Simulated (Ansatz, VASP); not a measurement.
**Two plane-wave programs on Fe**

```
Fe
1.0
    -1.44300    1.44300    1.44300
     1.44300   -1.44300    1.44300
     1.44300    1.44300   -1.44300
Fe
1
Direct
  0.00000 0.00000 0.00000
```

Alike in both runs: task single point; functional r2SCAN50; k mesh 7 × 7 × 7; occupations fermi-dirac, width 0.05 eV; collinear spin.

```csv
,VASP,Ansatz
version,VASP 6.6.1,Ansatz 0.2.0
potentials or method,"VASP PAW PBE potentials, release 64 (Fe)",Ansatz PAW
plane-wave cutoff (eV),520,500
valence electrons in the cell,8,16
```

```tsv
	VASP	Ansatz	Ansatz less VASP
gap on the k mesh at the Fermi level (eV)	none	none	-
pressure (GPa)	8.4	7.8	-0.63
net moment per atom (μB)	2.89	2.90	+0.006
size of the moment on the site where the two differ most (μB)	3.02	3.29	+0.278
```

VASP's potentials were made for PBE, not for r2SCAN50. Site moments also hang on the region over which each program counts them. A gap of «none» marks a metal or a gap that the smearing closes. VASP's potentials hold 8 valence electrons a cell and Ansatz's 16, so a difference there can come from the potentials and not from the codes.

The k mesh is coarse, so the values compare programs but aren't converged. Noted on Ansatz's run: the magnetic or orbital state may not be the lowest.
